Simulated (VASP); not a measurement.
HfO2:

```
Hf O
1.0
     5.21946    0.00000    0.00000
     0.00000    5.00476    0.00000
     0.00000    0.00000    5.03269
Hf O
4 8
Cartesian
  5.0472 3.6661 3.7314
  2.7820 3.6661 1.2151
  2.4375 1.3387 3.7314
  0.1723 1.3387 1.2151
  3.2994 4.6477 4.4251
  4.5298 4.6477 1.9087
  1.2211 2.7020 2.4776
  1.3886 2.7020 4.9939
  3.9984 2.3028 4.9939
  3.8308 2.3028 2.4776
  0.6896 0.3571 4.4251
  1.9201 0.3571 1.9087
```

Base run:

- Program: VASP 6.6.1
- Functional: RPBE
- Potentials or basis: VASP PAW PBE potentials, release 64 (Hf_pv, O)
- Cutoff: 520 eV
- k mesh: 4 × 5 × 4
- Occupations: fermi-dirac, width 0.05 eV
- Spin: no spin polarisation

Its results: band gap on the k mesh 4.57 eV (least direct gap 4.79 eV); pressure 11.4 GPa; largest force 0.089 eV/Å.

Task: After a change of settings the same cell gave: band gap on the k mesh 4.39 eV (least direct gap 4.63 eV); pressure -1.5 GPa; largest force 0.078 eV/Å. Which change was it?
A. functional from RPBE to revPBE
B. functional from RPBE to PBEsol
C. functional from RPBE to BLYP
D. functional from RPBE to revPBE; k mesh from 4 × 5 × 4 to 5 × 6 × 5

Result: B.

PBEsol binds more tightly than RPBE, so the same cell stands under less pressure.

Caveats: the PAW data sets were made with another functional, which shifts forces and pressure a little; spin-orbit coupling is left out, which moves the levels of the heavy elements; the cell stands under pressure (at least some runs).
